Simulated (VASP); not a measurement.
Wanted: the native input for a VASP 6.6.1 run.

- Task: single point
- Functional: PBE
- Potentials or basis: VASP PAW PBE potentials, release 64 (In_d, Sb)
- Cutoff: 520 eV
- k mesh: 8 × 8 × 8
- Occupations: gaussian, width 0.15 eV
- Spin: no spin polarisation
- Dipole correction: no
- Further INCAR settings: ALGO = Normal; EDIFF = 1e-06; NBANDS = 22

The structure of InSb3 lies in POSCAR:

```
InSb3
1.0
    4.9582785820     -0.1124036941     -0.1124036941
   -0.1124036941      4.9582785820     -0.1124036941
   -0.1124036941     -0.1124036941      4.9582785820
In Sb
1 3
Direct
    0.0000000000      0.0000000000      0.0000000000
    0.5000000000      0.0000000000      0.5000000000
    0.0000000000      0.5000000000      0.5000000000
    0.5000000000      0.5000000000      0.0000000000
```

These files were run (other wordings do the same):

INCAR

```
SYSTEM = InSb3
PREC     = Accurate       ! precision mode
ENCUT    = 520            ! plane-wave cutoff, eV
EDIFF    = 1E-6           ! SCF threshold, eV
ISMEAR   = 0              ! smearing method
SIGMA    = 0.15           ! smearing width, eV
LREAL    = .FALSE.        ! projectors in reciprocal space
LASPH    = .TRUE.         ! aspherical terms in the spheres
NELM     = 80             ! most SCF steps
ALGO     = Normal         ! electronic algorithm
ISIF     = 2              ! what is computed and relaxed
LWAVE    = .FALSE.        ! write WAVECAR
LCHARG   = .FALSE.        ! write CHGCAR
GGA      = PE             ! functional
NBANDS   = 22             ! bands
```

KPOINTS

```
Automatic mesh
0
G
  8 8 8
  0 0 0
```

Potentials or basis: VASP PAW PBE potentials, release 64 (In_d, Sb).

Run with:

```bash
$ cat potpaw_PBE.64/In_d/POTCAR potpaw_PBE.64/Sb/POTCAR > POTCAR
$ mpirun -np 1 vasp_std > vasp.out
```

Results of the run:

```json
{
 "Pressure": "-3.6 GPa",
 "Band gap on the k mesh": "zero (bands 14 and 15 overlap by 3.75 eV)"
}
```

Caveat: the cell stands under tension; spin-orbit coupling is left out, which moves the levels of the heavy elements.

It took 2.6 min on 1 thread of AMD EPYC 7R13, with other jobs on the host, peak memory 0.31 GiB.
